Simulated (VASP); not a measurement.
Re, 1 atom in the cell. The structure is tetragonal, space group I4/mmm (No. 139). The conventional cell has a = 3.001 Å, b = 3.001 Å, c = 3.280 Å, α = 90.00°, β = 90.00°, γ = 90.00°. Within 3.5 Å of Re (site symmetry 4/mmm) lie 14 Re at 2.68 to 3.28 Å.  This cell differs from its parent crystal: volume 14.767 Å^3 an atom, c/a of the conventional cell 0.7730.

```yaml
Program: VASP 6.6.1
Task: single point
Functional: PBE
Potentials_or_basis: VASP PAW PBE potentials, release 64 (Re)
Cutoff: 520 eV
k_mesh: 10 × 10 × 10
Occupations: gaussian, width 0.15 eV
Spin: no spin polarisation
Dipole_correction: no
Further_INCAR_settings: ALGO = Fast; EDIFF = 1e-07; NBANDS = 10
```

Potentials or basis: VASP PAW PBE potentials, release 64 (Re).

Launch:

```console
$ cat potpaw_PBE.64/Re/POTCAR > POTCAR
$ mpirun -np 1 vasp_std > vasp.out
```

Hardware: 1 thread of Intel Xeon 8259CL (shared host).

Q: How long does it take, and how much memory?

A: Wall time 32 s on 1 thread of Intel Xeon 8259CL (shared host), peak memory 0.14 GiB. Counts: scf iterations 14, k points 102.
